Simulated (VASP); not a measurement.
# TaN (I4/mmm) in VASP: further runs

TaN is run at these levels: PBEsol; tasks: single point.

Program: VASP 6.6.1. These are calculated values, not measurements. Logs are shortened: lines on timing, memory, paths and dates and some standing lists are left out, and cuts for length are marked.

## Step 1: The cell of the first run

Symmetry: I4/mmm, No. 139, tetragonal system. The conventional cell has a = 3.082 Å, b = 3.082 Å, c = 4.402 Å, α = 90.00°, β = 90.00°, γ = 90.00°. Ta (site symmetry 4/mmm) has 6 N at 2.18 to 2.20 Å within 2.9 Å. Within 2.9 Å of N (site symmetry 4/mmm) lie 6 Ta at 2.18 to 2.20 Å.

## Step 2: Single point, PBEsol (strain +0.0100 x Voigt [1, 0, 0, 0, 0, 0])

File INCAR:

```
PREC = Accurate ; ENCUT = 700
EDIFF = 1E-6 ; ISMEAR = 0
SIGMA = 0.15 ; LREAL = F
LASPH = T ; NELM = 120
ALGO = Normal ; ISIF = 2
LWAVE = F ; LCHARG = F
GGA = PS ; NBANDS = 16
GGA_COMPAT = F
```

File KPOINTS:

```
regular mesh
0
Gamma
  18 18 18
```

File POSCAR:

```
TaN
1.0
    0.0000000000      2.1790000000      2.1790000000
    2.2007900000      0.0000000000      2.1790000000
    2.2007900000      2.1790000000      0.0000000000
Ta N
1 1
Direct
    0.5000000000      0.5000000000      0.5000000000
    0.0000000000      0.0000000000      0.0000000000
```

Potentials or basis: VASP PAW PBE potentials, release 64 (Ta_sv_GW, N).

Command:

```sh
cat potpaw_PBE.64/Ta_sv_GW/POTCAR potpaw_PBE.64/N/POTCAR > POTCAR
mpirun -np 1 vasp_std > vasp.out
```

OUTCAR:

```text
PREC = Accurate
   ENCUT = 700
   EDIFF = 1E-6
   ISMEAR = 0
   LREAL = F
   LASPH = T
   NELM = 120
   ISIF = 2
   GGA = PS

 ion  position               nearest neighbor table
   1  0.500  0.500  0.500-   2 2.18   2 2.18   2 2.18   2 2.18   2 2.20   2 2.20
   2  0.000  0.000  0.000-   1 2.18   1 2.18   1 2.18   1 2.18   1 2.20   1 2.20

  LATTYP: Found a body centered tetragonal cell.
 ALAT       =     3.0815713524
 C/A-ratio  =     1.4283556980

  Lattice vectors:

 A1 = (   2.2007900000,   0.0000000000,   2.1790000000)
 A2 = (   2.2007900000,   0.0000000000,  -2.1790000000)
 A3 = (  -2.2007900000,   2.1790000000,   0.0000000000)

Analysis of symmetry for initial positions (statically):
=====================================================================
 Subroutine PRICEL returns:
 Original cell was already a primitive cell.

 Routine SETGRP: Setting up the symmetry group for a
 body centered tetragonal supercell.

 Subroutine GETGRP returns: Found 16 space group operations
 (whereof 16 operations were pure point group operations)
 out of a pool of 16 trial point group operations.

The static configuration has the point symmetry D_4h.

Analysis of symmetry for dynamics (positions and initial velocities):
=====================================================================
 Subroutine PRICEL returns:
 Original cell was already a primitive cell.

 Routine SETGRP: Setting up the symmetry group for a
 body centered tetragonal supercell.

 Subroutine GETGRP returns: Found 16 space group operations
 (whereof 16 operations were pure point group operations)
 out of a pool of 16 trial point group operations.

The dynamic configuration has the point symmetry D_4h.

 Subroutine INISYM returns: Found 16 space group operations
 (whereof 16 operations are pure point group operations),
 and found     1 'primitive' translations

----------------------------------------------------------------------------------------

                                     Primitive cell

  volume of cell :      20.8989

  direct lattice vectors                    reciprocal lattice vectors
     0.000000000  2.179000000  2.179000000    -0.227191145  0.229463056  0.229463056
     2.200790000  0.000000000  2.179000000     0.227191145 -0.229463056  0.229463056
[... 82 lines left out ...]
   LASPH  =      T    aspherical Exc in radial PAW
   ENCUT  =  700.0 eV  51.45 Ry    7.17 a.u.   6.65  6.68  6.68*2*pi/ulx,y,z
   NELM   =    120;   NELMIN=  2; NELMDL= -5     # of ELM steps
   EDIFF  = 0.1E-05   stopping-criterion for ELM
   LREAL  =      F    real-space projection
   EDIFFG = 0.1E-04   stopping-criterion for IOM
   NSW    =      0    number of steps for IOM
   IBRION =     -1    ionic relax: 0-MD 1-quasi-New 2-CG
   NFREE  =      0    steps in history (QN), initial steepest desc. (CG)
   ISIF   =      2    stress and relaxation
   ISYM   =      2    0-nonsym 1-usesym 2-fastsym
   POTIM  = 0.5000    time-step for ionic-motion
   TEBEG  =    0.0;   TEEND  =   0.0 temperature during run
   PSTRESS=    0.0 pullay stress
   NELECT =      18.0000    total number of electrons
   NUPDOWN=      -1.0000    fix difference up-down
   EMIN   =  10.00;   EMAX   =-10.00  energy-range for DOS
   EFERMI =   0.00;   METHOD = LEGACY
   ISMEAR =     0;   SIGMA  =   0.15  broadening in eV -4-tet -1-fermi 0-gaus
   EFERMI_NEDOS =   21; number of points for ismear=-14 and -15
   IALGO  =     38    algorithm
   IMIX   =      4    mixing-type and parameters
     AMIX     =   0.40;   BMIX     =  1.00
     AMIX_MAG =   1.60;   BMIX_MAG =  1.00
  volume/ion in A,a.u.               =      10.45        70.52
  Fermi-wavevector in a.u.,A,eV,Ry     =   1.557607  2.943451 33.009646  2.426141
  Thomas-Fermi vector in A             =   2.661233
   LORBIT       =      0    0 simple, 1 ext, 2 COOP (PROOUT), +10 PAW based schemes
   GGA     = PS    functional components
   LHFCALC =     F    Hartree Fock is set to
   AEXX    =    0.0000 exact exchange contribution
   IVDW    =     0    specifies the selected vdW correction
   LEPSILON=     F    determine dielectric tensor
   LRPA    =     F    only Hartree local field effects (RPA)
 non-spin polarized calculation
 Gauss-broadening in eV      SIGMA  =   0.15
  energy-cutoff  :      700.00
  volume of cell :       20.90
 maximum number of plane-waves:       899
   NGX = 13   NGY = 13   NGZ = 13

 number of electron      18.0000000 magnetization

 Free energy of the ion-electron system (eV)
  ---------------------------------------------------
  ext. energy  EPLUGINS =         0.00000000
  ---------------------------------------------------
  free energy    TOTEN  =       -25.76473732 eV

  energy without entropy =      -25.75524641  energy(sigma->0) =      -25.75999186

 E-fermi :  13.9197     XC(G=0): -14.0599

 val. band max:       13.9186085275   @ k =  -0.1667   0.1667   0.0556
 cond. band min:      13.9218175786   @ k =  -0.3333   0.0556   0.0556
 fundamental gap:      0.0032090511
 Fermi energy:        13.9197494034

 k-point     1 :       0.0000    0.0000    0.0000
  band No.  band energies     occupation
      1     -55.5617      2.00000
      2     -21.7413      2.00000
      3     -21.7367      2.00000
      4     -21.7367      2.00000
      5      -5.0212      2.00000
      6      10.0354      2.00000
[... 433 lines left out ...]
      3     -21.8101      2.00000
      4     -21.7705      2.00000
      5      -3.6978      2.00000
      6       6.2268      2.00000
[... 8 lines left out ...]
     15      26.2600      0.00000
     16      30.1914      0.00000

 [... further k-points ...]

------------------------ aborting loop because EDIFF is reached ----------------------------------------

  FORCE on cell =-STRESS in cart. coord.  units (eV):
  Direction    XX          YY          ZZ          XY          YZ          ZX
  --------------------------------------------------------------------------------------
  -------------------------------------------------------------------------------------
  Total       -0.4360719      0.3891605      0.3891605      0.0000000      0.0000000     -0.0000000
  in kB      -33.4307096     29.8343253     29.8343253      0.0000000      0.0000000     -0.0000000
  external PRESSURE =       8.7459804 kB  Pullay stress =       0.0000000 kB

 VOLUME and BASIS-vectors are now :
 -----------------------------------------------------------------------------
  energy-cutoff  :      700.00
  volume of cell :       20.90
      direct lattice vectors                 reciprocal lattice vectors
     0.000000000  2.179000000  2.179000000    -0.227191145  0.229463056  0.229463056
     2.200790000  0.000000000  2.179000000     0.227191145 -0.229463056  0.229463056
     2.200790000  2.179000000  0.000000000     0.227191145  0.229463056 -0.229463056

 POSITION                                       TOTAL-FORCE (eV/Angst)
 -----------------------------------------------------------------------------------
      2.20079      2.17900      2.17900         0.000000     -0.000000      0.000000
      0.00000      0.00000      0.00000        -0.000000      0.000000     -0.000000
 -----------------------------------------------------------------------------------
    total drift:                                0.000000      0.000000      0.000000

  FREE ENERGIE OF THE ION-ELECTRON SYSTEM (eV)
  ---------------------------------------------------
  free  energy   TOTEN  =       -25.7647373193 eV

  energy  without entropy=      -25.7552464089  energy(sigma->0) =      -25.75999186
```

Wall time 2.6 min (1 thread of AMD EPYC 9R45 (Zen 5), shared host); peak memory 0.37 GiB.

What came out:

* Free energy: -25.7647 eV
* Pressure: 0.9 GPa
* Band gap on the k mesh: zero (bands 9 and 10 overlap by 4.06 eV)

Stress tensor (GPa, compression positive):
```
-3.34  0.00  0.00
 0.00  2.98  0.00
 0.00  0.00  2.98
```

Caveat: the cell differs from its parent crystal (strain +0.0100 x Voigt [1, 0, 0, 0, 0, 0]); the stress differs along the axes, from -3 to 3 GPa; the PAW data sets were made with another functional, which shifts forces and pressure a little; spin-orbit coupling is left out, which moves the levels of the heavy elements.

## Step 3: Single point, PBEsol (strain -0.0300 x Voigt [1, 0, 0, 0, 0, 0])

File INCAR:

```
PREC     = Accurate       # precision mode
ENCUT    = 700            # plane-wave cutoff, eV
EDIFF    = 1E-6           # SCF threshold, eV
ISMEAR   = 0              # smearing method
SIGMA    = 0.15           # smearing width, eV
LREAL    = False          # projectors in reciprocal space
LASPH    = True           # aspherical terms in the spheres
NELM     = 120            # most SCF steps
ALGO     = Normal         # electronic algorithm
ISIF     = 2              # what is computed and relaxed
LWAVE    = False          # write WAVECAR
LCHARG   = True           # write CHGCAR
GGA      = PS             # functional
LELF     = True           # ELF
LVHAR    = True         
NBANDS   = 16             # bands
GGA_COMPAT= False
```

File KPOINTS:

```
Automatic mesh
0
Gamma
  18 18 18
```

File POSCAR:

```
TaN
1.0
    0.0000000000      2.1790000000      2.1790000000
    2.1136300000      0.0000000000      2.1790000000
    2.1136300000      2.1790000000      0.0000000000
Ta N
1 1
Direct
    0.5000000000      0.5000000000      0.5000000000
    0.0000000000      0.0000000000      0.0000000000
```

Potentials or basis: VASP PAW PBE potentials, release 64 (Ta_sv_GW, N).

Command:

```sh
cat potpaw_PBE.64/Ta_sv_GW/POTCAR potpaw_PBE.64/N/POTCAR > POTCAR
mpirun -np 1 vasp_std > vasp.out
```

Run time: 2 min. Hardware: 1 thread of Intel Xeon 6975P-C (Granite Rapids), shared host; peak memory 0.39 GiB.

Results (log left out):

```
Free energy            : -25.6900 eV
Pressure               : 17.7 GPa
Band gap on the k mesh : zero (bands 9 and 10 overlap by 4.36 eV)
```

Stress tensor (GPa, compression positive):
```
34.55  0.00  0.00
 0.00  9.34  0.00
 0.00  0.00  9.34
```

Levels at points of the mesh, in eV from the Fermi level:
```
           k point  band 7  band 8  band 9  band 10  band 11  band 12
(0.00, 0.00, 0.00)   -4.02   -3.84   -2.42    -2.42    -2.03    -0.19
(0.50, 0.00, 0.00)   -8.04   -8.02    1.94     2.24     2.25     3.94
(0.50, 0.50, 0.00)   -5.88   -4.77   -4.59     2.21     3.70     4.11
(0.00, 0.50, 0.50)   -5.94   -4.85   -4.85     2.32     3.91     3.91
```

Caveat: the cell differs from its parent crystal (strain -0.0300 x Voigt [1, 0, 0, 0, 0, 0]); the stress differs along the axes, from 9 to 35 GPa; the PAW data sets were made with another functional, which shifts forces and pressure a little; spin-orbit coupling is left out, which moves the levels of the heavy elements.

## Step 4: Single point, PBEsol (strain -0.0200 x Voigt [1, 0, 0, 0, 0, 0])

File INCAR:

```
SYSTEM = TaN
PREC = Accurate
ENCUT = 700
EDIFF = 1E-6
ISMEAR = 0
SIGMA = 0.15
LREAL = .FALSE.
LASPH = .TRUE.
NELM = 120
ALGO = Normal
ISIF = 2
LWAVE = .FALSE.
LCHARG = .FALSE.
GGA = PS
NBANDS = 16
GGA_COMPAT = .FALSE.
```

File KPOINTS:

```
Automatic mesh
0
G
  18 18 18
  0 0 0
```

File POSCAR:

```
TaN
1.0
    0.0000000000      2.1790000000      2.1790000000
    2.1354200000      0.0000000000      2.1790000000
    2.1354200000      2.1790000000      0.0000000000
Ta N
1 1
Direct
    0.5000000000      0.5000000000      0.5000000000
    0.0000000000      0.0000000000      0.0000000000
```

Command:

```sh
cat potpaw_PBE.64/Ta_sv_GW/POTCAR potpaw_PBE.64/N/POTCAR > POTCAR
mpirun -np 1 vasp_std > vasp.out
```

It took 97 s on 1 thread of Intel Xeon 6975P-C (Granite Rapids), shared host; peak memory 0.39 GiB.

It converged, with:

```
Free energy            : -25.7277 eV
Pressure               : 12.9 GPa
Band gap on the k mesh : zero (bands 9 and 10 overlap by 4.31 eV)
```

Stress tensor (GPa, compression positive):
```
23.22  0.00  0.00
 0.00  7.71  0.00
 0.00  0.00  7.71
```

Levels at points of the mesh, in eV from the Fermi level:
| k point | band 5 | band 6 | band 7 | band 8 | band 9 | band 10 | band 11 | band 12 | band 13 | band 14 |
| --- | --- | --- | --- | --- | --- | --- | --- | --- | --- | --- |
| (0.00, 0.00, 0.00) | -19.19 | -3.98 | -3.98 | -3.86 | -2.35 | -2.35 | -2.09 | -0.11 | 0.10 | 2.04 |
| (0.50, 0.00, 0.00) | -15.82 | -10.80 | -7.96 | -7.94 | 1.96 | 2.15 | 2.18 | 3.91 | 7.80 | 8.30 |
| (0.50, 0.50, 0.00) | -17.93 | -6.80 | -5.82 | -4.74 | -4.63 | 2.22 | 3.70 | 3.98 | 5.09 | 7.25 |
| (0.00, 0.50, 0.50) | -17.91 | -6.56 | -5.86 | -4.80 | -4.80 | 2.27 | 3.85 | 3.85 | 5.12 | 7.39 |

Caveat: the cell differs from its parent crystal (strain -0.0200 x Voigt [1, 0, 0, 0, 0, 0]); the stress differs along the axes, from 8 to 23 GPa; the PAW data sets were made with another functional, which shifts forces and pressure a little; spin-orbit coupling is left out, which moves the levels of the heavy elements.

## Step 5: The runs side by side

```tsv
cell	gap on the mesh (eV)	pressure (GPa)
a = 3.082, b = 3.097, c = 3.097 Å, angles 59.7, 60.2, 60.2°, 2 atoms	none	0.9
a = 3.082, b = 3.036, c = 3.036 Å, angles 61.0, 59.5, 59.5°, 2 atoms	none	17.7
a = 3.082, b = 3.051, c = 3.051 Å, angles 60.7, 59.7, 59.7°, 2 atoms	none	12.9
```

Alike in all rows: task single point; level PBEsol; potentials or basis VASP PAW PBE potentials, release 64 (Ta_sv_GW, N); no spin polarisation; k mesh 18 × 18 × 18; cutoff (eV) 700; smearing gaussian 0.15 eV.

Caveats: the PAW data sets were made with another functional, which shifts forces and pressure a little; spin-orbit coupling is left out, which moves the levels of the heavy elements; the stress differs along the axes, from -3 to 3 GPa (at least some runs); the stress differs along the axes, from 9 to 35 GPa (at least some runs); the stress differs along the axes, from 8 to 23 GPa (at least some runs).

Absolute energies hang on the potentials; compare differences alone.
